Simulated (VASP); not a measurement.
# Cu2Rh (I4/mmm) in VASP: notebook

Runs on Cu2Rh. Level: PBE. Tasks: single point, relaxation of cell and atoms.

Everything below comes from runs of VASP 6.6.1. Logs are shortened: lines on timing, memory, paths and dates and some standing lists are left out, and cuts for length are marked.

## Step 1: The cell of the first run

Symmetry: I4/mmm, No. 139, tetragonal system. The conventional cell has a = 2.727 Å, b = 2.727 Å, c = 10.312 Å, α = 90.00°, β = 90.00°, γ = 90.00°. Within 3.3 Å of Cu (site symmetry 4mm) lie 8 Cu at 2.51 to 2.73 Å and 4 Rh at 2.62 Å. Within 3.5 Å of Rh (site symmetry 4/mmm) lie 10 Cu at 2.62 to 3.38 Å and 4 Rh at 2.73 Å.

## Step 2: Single point, PBE

INCAR

```
  PREC = Accurate
  ENCUT = 520
  EDIFF = 1E-6
  ISMEAR = 0
  SIGMA = 0.1
  LREAL = False
  LASPH = True
  NELM = 100
  ALGO = Normal
  ISIF = 2
  LWAVE = False
  LCHARG = True
  GGA = PE
  LELF = True
  LVHAR = True
  NBANDS = 26
```

KPOINTS

```
regular mesh
0
Gamma
  6 6 6
```

POSCAR

```
Cu2Rh
1.0
   -1.3635904884      1.3635904884      5.1559622028
    1.3635904884     -1.3635904884      5.1559622028
    1.3635904884      1.3635904884     -5.1559622028
Cu Rh
2 1
Direct
    0.6718200766      0.6718200766      0.0000000000
    0.3281799234      0.3281799234      0.0000000000
    0.0000000000      0.0000000000      0.0000000000
```

Potentials or basis: VASP PAW PBE potentials, release 64 (Cu, Rh_pv).

Started as:

```sh
> cat potpaw_PBE.64/Cu/POTCAR potpaw_PBE.64/Rh_pv/POTCAR > POTCAR
> mpirun -np 1 vasp_std > vasp.out
```

OUTCAR:

```text
PREC = Accurate
   ENCUT = 520
   EDIFF = 1E-6
   ISMEAR = 0
   LREAL = False
   LASPH = True
   NELM = 100
   ISIF = 2
   GGA = PE

 ion  position               nearest neighbor table
   1  0.672  0.672  0.000-   2 2.51   2 2.51   2 2.51   2 2.51   3 2.62   3 2.62   3 2.62   3 2.62

   2  0.328  0.328  0.000-   1 2.51   1 2.51   1 2.51   1 2.51   3 2.62   3 2.62   3 2.62   3 2.62

   3  0.000  0.000  0.000-   2 2.62   1 2.62   1 2.62   1 2.62   1 2.62   2 2.62   2 2.62   2 2.62

  LATTYP: Found a body centered tetragonal cell.
 ALAT       =     2.7271809768
 C/A-ratio  =     3.7811661541

  Lattice vectors:

 A1 = (  -1.3635904884,   1.3635904884,   5.1559622028)
 A2 = (   1.3635904884,  -1.3635904884,   5.1559622028)
 A3 = (   1.3635904884,   1.3635904884,  -5.1559622028)

Analysis of symmetry for initial positions (statically):
=====================================================================
 Subroutine PRICEL returns:
 Original cell was already a primitive cell.

 Routine SETGRP: Setting up the symmetry group for a
 body centered tetragonal supercell.

 Subroutine GETGRP returns: Found 16 space group operations
 (whereof 16 operations were pure point group operations)
 out of a pool of 16 trial point group operations.

The static configuration has the point symmetry D_4h.

Analysis of symmetry for dynamics (positions and initial velocities):
=====================================================================
 Subroutine PRICEL returns:
 Original cell was already a primitive cell.

 Routine SETGRP: Setting up the symmetry group for a
 body centered tetragonal supercell.

 Subroutine GETGRP returns: Found 16 space group operations
 (whereof 16 operations were pure point group operations)
 out of a pool of 16 trial point group operations.

The dynamic configuration has the point symmetry D_4h.

 Subroutine INISYM returns: Found 16 space group operations
 (whereof 16 operations are pure point group operations),
 and found     1 'primitive' translations

----------------------------------------------------------------------------------------

                                     Primitive cell

  volume of cell :      38.3476

  direct lattice vectors                    reciprocal lattice vectors
    -1.363590488  1.363590488  5.155962203     0.000000000  0.366679002  0.096975110
     1.363590488 -1.363590488  5.155962203     0.366679002  0.000000000  0.096975110
     1.363590488  1.363590488 -5.155962203     0.366679002  0.366679002  0.000000000

  length of vectors
     5.504789213  5.504789213  5.504789213     0.379285727  0.379285727  0.518562418

  position of ions in fractional coordinates (direct lattice)
     0.671820077  0.671820077  0.000000000
     0.328179923  0.328179923  0.000000000
     0.000000000  0.000000000  0.000000000

  ion indices of the primitive-cell ions
   primitive index   ion index
                 1           1
                 2           2
                 3           3

----------------------------------------------------------------------------------------

 KPOINTS: regular mesh

Automatic generation of k-mesh.
 Grid dimensions read from file:
 generate k-points for:    6    6    6

 Generating k-lattice:

  Cartesian coordinates                     Fractional coordinates (reciprocal lattice)
     0.000000000  0.061113167  0.016162518     0.166666667  0.000000000  0.000000000
     0.061113167  0.000000000  0.016162518     0.000000000  0.166666667  0.000000000
     0.061113167  0.061113167  0.000000000     0.000000000  0.000000000  0.166666667

  Length of vectors
     0.063214288  0.063214288  0.086427070

  Shift w.r.t. Gamma in fractional coordinates (k-lattice)
     0.000000000  0.000000000  0.000000000

 Subroutine IBZKPT returns following result:
 ===========================================

 Found     30 irreducible k-points:

 Following reciprocal coordinates:
            Coordinates               Weight
  0.000000  0.000000  0.000000      1.000000
  0.166667  0.000000  0.000000      8.000000
  0.333333 -0.000000  0.000000      8.000000
  0.500000 -0.000000  0.000000      4.000000
  0.166667  0.166667  0.000000      8.000000
  0.333333  0.166667  0.000000     16.000000
[... 16 lines left out ...]
 -0.333333 -0.333333  0.166667      8.000000
 -0.166667 -0.333333  0.166667      8.000000
 [... further k-points ...]
   k-points           NKPTS =     30   k-points in BZ     NKDIM =     30   number of bands    NBANDS=     26
   number of dos      NEDOS =    301   number of ions     NIONS =      3
   total plane-waves  NPLWV =  74088
   dimension x,y,z NGX =    42 NGY =   42 NGZ =   42
   dimension x,y,z NGXF=    84 NGYF=   84 NGZF=   84
   ions per type =               2   1
   NGX,Y,Z   is equivalent  to a cutoff of  12.68, 12.68, 12.68 a.u.
   NGXF,Y,Z  is equivalent  to a cutoff of  25.37, 25.37, 25.37 a.u.
 SYSTEM =  unknown system
   PREC   = accura    normal or accurate (medium, high low for compatibility)
   ISTART =      0    job   : 0-new  1-cont  2-samecut
   ICHARG =      2    charge: 1-file 2-atom 10-const
   ISPIN  =      1    spin polarized calculation?
   LNONCOLLINEAR =      F non collinear calculations
   LSORBIT =      F    spin-orbit coupling
   LASPH  =      T    aspherical Exc in radial PAW
   ENCUT  =  520.0 eV  38.22 Ry    6.18 a.u.  10.24 10.24 10.24*2*pi/ulx,y,z
   NELM   =    100;   NELMIN=  2; NELMDL= -5     # of ELM steps
   EDIFF  = 0.1E-05   stopping-criterion for ELM
   LREAL  =      F    real-space projection
   EDIFFG = 0.1E-04   stopping-criterion for IOM
   NSW    =      0    number of steps for IOM
   IBRION =     -1    ionic relax: 0-MD 1-quasi-New 2-CG
   NFREE  =      0    steps in history (QN), initial steepest desc. (CG)
   ISIF   =      2    stress and relaxation
   ISYM   =      2    0-nonsym 1-usesym 2-fastsym
   POTIM  = 0.5000    time-step for ionic-motion
   TEBEG  =    0.0;   TEEND  =   0.0 temperature during run
   PSTRESS=    0.0 pullay stress
   NELECT =      37.0000    total number of electrons
   NUPDOWN=      -1.0000    fix difference up-down
   EMIN   =  10.00;   EMAX   =-10.00  energy-range for DOS
   EFERMI =   0.00;   METHOD = LEGACY
   ISMEAR =     0;   SIGMA  =   0.10  broadening in eV -4-tet -1-fermi 0-gaus
   EFERMI_NEDOS =   21; number of points for ismear=-14 and -15
   IALGO  =     38    algorithm
   IMIX   =      4    mixing-type and parameters
     AMIX     =   0.40;   BMIX     =  1.00
     AMIX_MAG =   1.60;   BMIX_MAG =  1.00
  volume/ion in A,a.u.               =      12.78        86.26
  Fermi-wavevector in a.u.,A,eV,Ry     =   1.617693  3.056997 35.605517  2.616932
  Thomas-Fermi vector in A             =   2.712077
   LORBIT       =      0    0 simple, 1 ext, 2 COOP (PROOUT), +10 PAW based schemes
   GGA     = PE    functional components
   LHFCALC =     F    Hartree Fock is set to
   AEXX    =    0.0000 exact exchange contribution
   IVDW    =     0    specifies the selected vdW correction
   LEPSILON=     F    determine dielectric tensor
   LRPA    =     F    only Hartree local field effects (RPA)
 non-spin polarized calculation
 Gauss-broadening in eV      SIGMA  =   0.10
  energy-cutoff  :      520.00
  volume of cell :       38.35
 maximum number of plane-waves:      1046
 NGX is ok and might be reduce to    42
   NGX = 21   NGY = 21   NGZ = 21

 number of electron      37.0000009 magnetization

 Free energy of the ion-electron system (eV)
  ---------------------------------------------------
  ext. energy  EPLUGINS =         0.00000000
  ---------------------------------------------------
  free energy    TOTEN  =       -14.45197666 eV

  energy without entropy =      -14.42738841  energy(sigma->0) =      -14.43968254

 E-fermi :   8.4432     XC(G=0): -13.0433

 val. band max:        8.4386895858   @ k =  -0.1667   0.5000   0.1667
 cond. band min:       8.4440780028   @ k =   0.5000   0.5000   0.5000
 fundamental gap:      0.0053884170
 Fermi energy:         8.4431942479

 k-point     1 :       0.0000    0.0000    0.0000
  band No.  band energies     occupation
      1     -37.4004      2.00000
      2     -37.3200      2.00000
      3     -37.3200      2.00000
      4       0.0508      2.00000
      5       3.6004      2.00000
      6       4.1872      2.00000
[... 18 lines left out ...]
     25      23.0637      0.00000
     26      24.0515      0.00000

 k-point     2 :       0.1667    0.0000    0.0000
  band No.  band energies     occupation
      1     -37.4066      2.00000
      2     -37.3914      2.00000
      3     -37.3127      2.00000
      4       0.7008      2.00000
      5       3.8958      2.00000
      6       4.3094      2.00000
[... 18 lines left out ...]
     25      24.1442      0.00000
     26      24.4180      0.00000

 k-point     3 :       0.3333   -0.0000    0.0000
  band No.  band energies     occupation
      1     -37.5774      2.00000
      2     -37.3733      2.00000
      3     -37.2981      2.00000
      4       2.3750      2.00000
      5       3.7783      2.00000
      6       4.3210      2.00000
[... 18 lines left out ...]
     25      23.9558      0.00000
     26      24.2444      0.00000

 k-point     4 :       0.5000   -0.0000    0.0000
  band No.  band energies     occupation
      1     -37.6615      2.00000
      2     -37.3643      2.00000
      3     -37.2909      2.00000
      4       3.3007      2.00000
      5       4.0078      2.00000
      6       4.1216      2.00000
[... 18 lines left out ...]
     25      23.9451      0.00000
     26      26.4243      0.00000
[... 496 lines left out ...]
      1     -37.5774      2.00000
      2     -37.3733      2.00000
      3     -37.2981      2.00000
      4       2.5448      2.00000
      5       3.5883      2.00000
      6       4.5306      2.00000
[... 18 lines left out ...]
     25      22.0188      0.00000
     26      23.6019      0.00000

 k-point    23 :      -0.3333   -0.3333    0.1667
  band No.  band energies     occupation
      1     -37.4009      2.00000
      2     -37.3965      2.00000
      3     -37.3825      2.00000
      4       1.7926      2.00000
      5       3.5724      2.00000
      6       4.3267      2.00000
[... 18 lines left out ...]
     25      22.0843      0.00000
     26      22.2304      0.00000

 k-point    24 :      -0.1667   -0.3333    0.1667
  band No.  band energies     occupation
      1     -37.4066      2.00000
      2     -37.3914      2.00000
      3     -37.3127      2.00000
      4       1.0123      2.00000
      5       3.4513      2.00000
      6       4.1359      2.00000
[... 18 lines left out ...]
     25      22.1283      0.00000
     26      25.3441      0.00000

 [... further k-points ...]

------------------------ aborting loop because EDIFF is reached ----------------------------------------

  FORCE on cell =-STRESS in cart. coord.  units (eV):
  Direction    XX          YY          ZZ          XY          YZ          ZX
  --------------------------------------------------------------------------------------
  -------------------------------------------------------------------------------------
  Total        0.0142688      0.0142688      0.0286829      0.0000000      0.0000000     -0.0000000
  in kB        0.5961577      0.5961577      1.1983844      0.0000000      0.0000000     -0.0000000
  external PRESSURE =       0.7969000 kB  Pullay stress =       0.0000000 kB

 VOLUME and BASIS-vectors are now :
 -----------------------------------------------------------------------------
  energy-cutoff  :      520.00
  volume of cell :       38.35
      direct lattice vectors                 reciprocal lattice vectors
    -1.363590488  1.363590488  5.155962203     0.000000000  0.366679002  0.096975110
     1.363590488 -1.363590488  5.155962203     0.366679002  0.000000000  0.096975110
     1.363590488  1.363590488 -5.155962203     0.366679002  0.366679002  0.000000000

 POSITION                                       TOTAL-FORCE (eV/Angst)
 -----------------------------------------------------------------------------------
      0.00000      0.00000      6.92776        -0.000000     -0.000000     -0.042314
      0.00000      0.00000      3.38417         0.000000      0.000000      0.042314
      0.00000      0.00000      0.00000         0.000000      0.000000     -0.000000
 -----------------------------------------------------------------------------------
    total drift:                               -0.000000      0.000000      0.000000

  FREE ENERGIE OF THE ION-ELECTRON SYSTEM (eV)
  ---------------------------------------------------
  free  energy   TOTEN  =       -14.4519766625 eV

  energy  without entropy=      -14.4273884099  energy(sigma->0) =      -14.43968254
```

Run time: 46 s. Hardware: 1 thread of Intel Xeon Platinum 8559C (Emerald Rapids), shared host; peak memory 0.24 GiB.

Results:

```
Free energy   : -14.4520 eV
Pressure      : 0.1 GPa
Largest force : 0.042 eV/Å
```

Forces on the atoms (eV/Å):
```
Cu   0.000  0.000 -0.042
Cu   0.000  0.000  0.042
Rh   0.000  0.000  0.000
```

Levels at points of the mesh, in eV from the Fermi level:
| k point | band 15 | band 16 | band 17 | band 18 | band 19 | band 20 | band 21 | band 22 | band 23 | band 24 |
| --- | --- | --- | --- | --- | --- | --- | --- | --- | --- | --- |
| (0.00, 0.00, 0.00) | -1.63 | -1.42 | -0.80 | -0.40 | -0.40 | 0.39 | 0.55 | 13.54 | 13.54 | 14.62 |
| (0.50, 0.00, 0.00) | -1.70 | -1.26 | -0.59 | -0.43 | 0.08 | 0.24 | 1.97 | 6.06 | 8.53 | 10.40 |
| (0.50, 0.50, 0.00) | -1.39 | -0.41 | 0.03 | 1.53 | 1.56 | 5.04 | 5.25 | 6.42 | 7.20 | 9.34 |
| (0.50, 0.50, 0.50) | -1.93 | -1.71 | -1.25 | 0.00 | 0.00 | 0.41 | 4.19 | 11.36 | 11.44 | 11.44 |

Caveat: the k points lie up to 0.54 Å⁻¹ apart.

## Step 3: Single point, PBE

This run uses another cell than the first one, of 13.48 Å³/atom, 1.054 times its volume.

INCAR

```
PREC = Accurate
ENCUT = 520
EDIFF = 1E-7
ISMEAR = 0
SIGMA = 0.1
LREAL = F
LASPH = T
NELM = 80
ALGO = Normal
ISIF = 2
LWAVE = F
LCHARG = F
GGA = PE
NBANDS = 26
```

KPOINTS

```
regular mesh
0
Gamma
  8 8 8
```

POSCAR

```
Cu2Rh
1.0
   -1.8334336997      1.8334336997      3.0070197954
    1.8334336997     -1.8334336997      3.0070197954
    1.8334336997      1.8334336997     -3.0070197954
Cu Rh
2 1
Direct
    0.5930000000      0.5930000000      0.0000000000
    0.4070000000      0.4070000000      0.0000000000
    0.0000000000      0.0000000000      0.0000000000
```

Potentials or basis: VASP PAW PBE potentials, release 64 (Cu, Rh_pv).

Started as:

```sh
> cat potpaw_PBE.64/Cu/POTCAR potpaw_PBE.64/Rh_pv/POTCAR > POTCAR
> mpirun -np 1 vasp_std > vasp.out
```

Wall time 40 s (1 thread of Intel Xeon Platinum 8559C (Emerald Rapids), shared host); peak memory 0.2 GiB.

Results (log left out):

```
Free energy   : 5.2451 eV
Pressure      : 59.1 GPa
Largest force : 38.727 eV/Å
```

Forces on the atoms (eV/Å):
```
Cu    0.000   0.000  38.727
Cu    0.000   0.000 -38.727
Rh    0.000   0.000   0.000
```

Stress tensor (GPa, compression positive):
```
 -0.58   0.00   0.00
  0.00  -0.58   0.00
  0.00   0.00 178.37
```

Levels at points of the mesh, in eV from the Fermi level:
| k point | band 15 | band 16 | band 17 | band 18 | band 19 | band 20 | band 21 | band 22 |
| --- | --- | --- | --- | --- | --- | --- | --- | --- |
| (0.00, 0.00, 0.00) | -1.15 | -1.04 | -0.04 | 0.04 | 0.04 | 7.28 | 7.28 | 8.69 |
| (0.50, 0.00, 0.00) | -1.38 | -1.22 | -0.63 | -0.46 | -0.12 | 0.52 | 6.75 | 9.48 |
| (0.50, 0.50, 0.00) | -1.08 | -0.80 | -0.63 | -0.34 | 0.02 | 2.55 | 3.06 | 3.28 |
| (0.50, 0.50, 0.50) | -1.22 | -1.13 | -0.52 | -0.52 | -0.05 | 1.32 | 3.37 | 3.37 |

Caveat: forces of over 1 eV/Å act on the atoms, so gaps and moduli don't describe the material at rest.

## Step 4: Relaxation of cell and atoms, PBE

This run uses another cell than the first one, of 13.48 Å³/atom, 1.054 times its volume.

INCAR

```
  PREC = Accurate
  ENCUT = 600
  EDIFF = 1E-7
  ISMEAR = 0
  SIGMA = 0.1
  LREAL = F
  LASPH = T
  NELM = 100
  ALGO = Normal
  ISIF = 3
  LWAVE = F
  LCHARG = F
  GGA = PE
  IBRION = 2
  NSW = 90
  EDIFFG = -0.04
```

KPOINTS

```
Automatic mesh
0
Gamma
  6 6 6
```

POSCAR is that of step 3.

Started as:

```sh
> cat potpaw_PBE.64/Cu/POTCAR potpaw_PBE.64/Rh_pv/POTCAR > POTCAR
> mpirun -np 1 vasp_std > vasp.out
```

It took 6.6 min on 1 thread of Intel Xeon Platinum 8559C (Emerald Rapids), shared host; peak memory 0.2 GiB.

The run converged. Its results:

```
Free energy                            : -14.3790 eV
Relaxed volume                         : 12.78 Å³/atom
Relaxed cell                           : a = 4.868 Å, b = 4.868 Å, c = 4.868 Å, α = 144.68°, β = 144.68°, γ = 50.81°
Space group after relaxing (to 0.05 Å) : I4/mmm (No. 139)
Energy gained by relaxing              : 6533.5 meV/atom
Ionic steps                            : 38
Pressure after relaxing                : -0.3 GPa
```

Forces on the atoms (eV/Å):
```
Cu   0.000  0.000  0.003
Cu   0.000  0.000 -0.003
Rh   0.000  0.000  0.000
```

Stress tensor (GPa, compression positive):
```
-0.19  0.00  0.00
 0.00 -0.19  0.00
 0.00  0.00 -0.43
```

The path:
```tsv
step	energy change (eV)	largest force (eV/Å)	pressure (GPa)	volume (Å³)
1	0.0000	38.6577	59.03	40.43
2	141.6823	430.0787	588.27	69.39
3	-4.5302	27.2070	93.32	44.65
4	-5.6956	25.8937	91.02	43.87
5	-7.8567	23.1682	86.72	42.15
6	-8.7829	21.7478	85.14	41.29
7	-9.2009	20.9909	84.63	40.86
8	-9.3970	20.5968	84.46	40.65
9	-9.4916	20.3935	84.40	40.54
10	-9.5380	20.2903	84.37	40.49
11	-9.5610	20.2380	84.39	40.46
12	-9.5724	20.2120	84.38	40.45
13	-9.5781	20.1991	84.37	40.44
14	-9.5810	20.1925	84.38	40.44
15	-9.5824	20.1892	84.42	40.43
16	-9.5831	20.1876	84.35	40.43
17	-9.5835	20.1866	84.40	40.43
18	-9.5837	20.1865	84.41	40.43
19	-9.5837	20.1861	84.40	40.43
20	-1.7043	0.0096	-84.63	83.95
21	-15.5869	1.0587	-14.51	64.20
22	-15.7817	1.7218	-10.85	61.84
23	-15.8191	2.1408	-8.96	60.64
24	-15.8224	2.2913	-8.33	60.25
25	-16.6965	2.5962	-5.05	52.04
26	-17.4708	4.1049	18.34	39.77
27	-18.0511	3.7676	15.51	38.75
28	-19.2979	1.6940	15.43	35.74
29	-13.1157	11.8435	162.05	30.01
30	-19.3786	1.1048	16.86	35.35
31	-19.3945	0.6630	18.90	35.02
32	-19.5590	0.6668	1.56	37.89
33	-19.5599	0.6656	0.32	38.15
34	-19.5746	0.5293	0.31	38.15
35	-19.5988	0.1244	0.41	38.16
36	-19.6003	0.0040	0.61	38.16
37	-19.6003	0.0089	0.63	38.16
38	-19.6005	0.0027	-0.27	38.35
```

Final structure:
```yaml
crystal:
  lattice:
    - [-1.47669, 1.47669, 4.39698]
    - [1.47669, -1.47669, 4.39698]
    - [1.47669, 1.47669, -4.39698]
  atoms:
    - { symbol: Cu, position: [0.67301, 0.67301, 0.00000] }
    - { symbol: Cu, position: [0.32699, 0.32699, 0.00000] }
    - { symbol: Rh, position: [0.00000, 0.00000, 0.00000] }
```

Levels at points of the mesh, in eV from the Fermi level:
| k point | band 15 | band 16 | band 17 | band 18 | band 19 | band 20 | band 21 | band 22 |
| --- | --- | --- | --- | --- | --- | --- | --- | --- |
| (0.00, 0.00, 0.00) | -1.40 | -1.36 | -0.92 | -0.92 | 0.05 | 1.56 | 3.66 | 11.80 |
| (0.50, 0.00, 0.00) | -1.55 | -1.17 | -0.79 | -0.34 | 0.12 | 0.57 | 1.56 | 6.63 |
| (0.50, 0.50, 0.00) | -1.62 | -0.20 | -0.13 | 0.39 | 0.74 | 4.93 | 5.07 | 5.40 |
| (0.50, 0.50, 0.50) | -1.92 | -1.54 | -0.22 | -0.06 | -0.06 | 0.16 | 8.57 | 8.88 |

Caveat: the k points lie up to 0.50 Å⁻¹ apart in the final cell.

(Continued in part 2 of 2.)
